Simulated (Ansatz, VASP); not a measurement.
Y in VASP and in Ansatz

```
Y
1.0
     3.65864    0.00000    0.00000
    -1.82932    3.16847    0.00000
     0.00000    0.00000    5.66694
Y
2
Direct
  0.33333 0.66667 0.25000
  0.66667 0.33333 0.75000
```

Alike in both runs: task single point; functional PBE; k mesh 16 × 16 × 9; occupations fermi-dirac, width 0.05 eV; collinear spin.

|  | VASP | Ansatz |
| --- | --- | --- |
| version | VASP 6.6.1 | Ansatz 0.2.0 |
| potentials or method | VASP PAW PBE potentials, release 64 (Y_sv), cutoff 520 eV | plane waves (420 eV) with PAW, scalar-relativistic |
| valence electrons in the cell | 22 | 22 |

|  | VASP | Ansatz | Ansatz less VASP |
| --- | --- | --- | --- |
| net moment per atom (μB) | 0.00 | 0.00 | -0.001 |

The functional is the same, so the differences come from potentials, cutoffs and numerics. Ansatz's warnings: seeded moment not kept.
